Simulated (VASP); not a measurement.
K4ZrZn3F12 (a cell with a defect), 20 atoms in the cell. The cell holds a defect, 20 atoms: a = 8.105 Å, b = 8.105 Å, c = 4.052 Å, α = 90.00°, β = 90.00°, γ = 90.00°. 

- Program: VASP 6.6.1
- Task: single point
- Functional: PBEsol
- Dispersion: D3(BJ)
- Potentials or basis: VASP PAW PBE potentials, release 64 (K_sv, Zr_sv, Zn, F)
- Cutoff: 520 eV
- k mesh: 2 × 2 × 2, shifted
- Occupations: fermi-dirac, width 0.05 eV
- Spin: no spin polarisation
- Dipole correction: no
- Charge: 2
- Further INCAR settings: LREAL = Auto; ALGO = Normal; EDIFF = 1e-07; NBANDS = 100; NELECT = 166.0

Potentials or basis: VASP PAW PBE potentials, release 64 (K_sv, Zr_sv, Zn, F).

Launch:

```bash
$ cat potpaw_PBE.64/K_sv/POTCAR potpaw_PBE.64/Zr_sv/POTCAR potpaw_PBE.64/Zn/POTCAR potpaw_PBE.64/F/POTCAR > POTCAR
$ mpirun -np 1 vasp_std > vasp.out
```

Hardware: 1 thread of Intel(R) Xeon(R) Platinum 8259CL CPU @ 2.50GHz (Skylake/Cascade Lake) (shared host).

Question: Estimate the wall time of this run.

Answer: Wall time 4.8 min on 1 thread of Intel(R) Xeon(R) Platinum 8259CL CPU @ 2.50GHz (Skylake/Cascade Lake), on a shared host, peak memory 0.36 GiB. Counts: scf iterations 21, k points 4.
